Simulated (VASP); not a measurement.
## BaTiO3: single point with PBEsol

The system is BaTiO3.

```
Ba Ti O
1.0
     3.98410   -0.05976   -0.05976
    -0.08524    2.79436    2.80324
    -0.00013   -2.87974    2.88836
Ba Ti O
1 1 3
Direct
  0.00000 0.00000 0.00000
  0.50000 0.50790 0.50790
  0.00000 0.49210 0.49210
  0.50000 0.50251 0.99371
  0.50000 0.99371 0.50251
```

This cell differs from its parent crystal: equal xy, yz and zx shear strains of -3 %.

* Program: VASP 6.6.1
* Task: single point
* Functional: PBEsol
* Potentials or basis: VASP PAW PBE potentials, release 64 (Ba_sv, Ti_sv, O)
* Cutoff: 520 eV
* k mesh: 8 × 8 × 8
* Occupations: fermi-dirac, width 0.05 eV
* Spin: no spin polarisation
* Dipole correction: no
* Further INCAR settings: ALGO = Normal; EDIFF = 1e-06; NBANDS = 28

The pressure is -2.1 GPa. The largest force is 0.258 eV/Å and the band gap on the k mesh is 1.62 eV, indirect (least direct gap 1.75 eV).

Forces in eV/Å, atoms in the order of the input:
```
Ba   0.021 -0.004  0.090
Ti  -0.039 -0.100  0.197
O   -0.004 -0.009  0.099
O    0.005  0.076 -0.246
O    0.018  0.037 -0.139
```

Stress tensor (GPa, compression positive):
```
-1.53  3.77  3.77
 3.77 -2.09  2.89
 3.77  2.89 -2.79
```

Levels at points of the mesh, in eV from the valence-band top:
```csv
k point,band 18,band 19,band 20,band 21,band 22,band 23
"(0.00, 0.00, 0.00)",-0.38,-0.28,-0.12,1.62,1.74,1.81
"(0.50, 0.00, 0.00)",-1.88,-0.86,-0.81,1.87,3.46,3.49
"(0.00, 0.50, 0.00)",-1.91,-0.86,-0.80,1.88,3.55,3.56
"(0.50, 0.50, 0.00)",-0.89,-0.72,-0.08,3.46,3.58,3.94
"(0.00, 0.00, 0.50)",-1.60,-0.98,-0.59,1.90,3.28,3.34
"(0.50, 0.00, 0.50)",-1.06,-1.06,-0.20,3.31,3.48,3.79
"(0.00, 0.50, 0.50)",-0.99,-0.96,-0.20,3.32,3.56,3.85
"(0.50, 0.50, 0.50)",-0.11,-0.07,0.00,4.03,4.13,4.19
```

Run time: 7.4 min on 1 thread of Intel Xeon 6975P-C, on a shared host, peak memory 0.52 GiB.

Caveat: the cell differs from its parent crystal (equal xy, yz and zx shear strains of -3 %); the PAW data sets were made with another functional, which shifts forces and pressure a little; spin-orbit coupling is left out, which moves the levels of the heavy elements. A k mesh can miss the band edges.
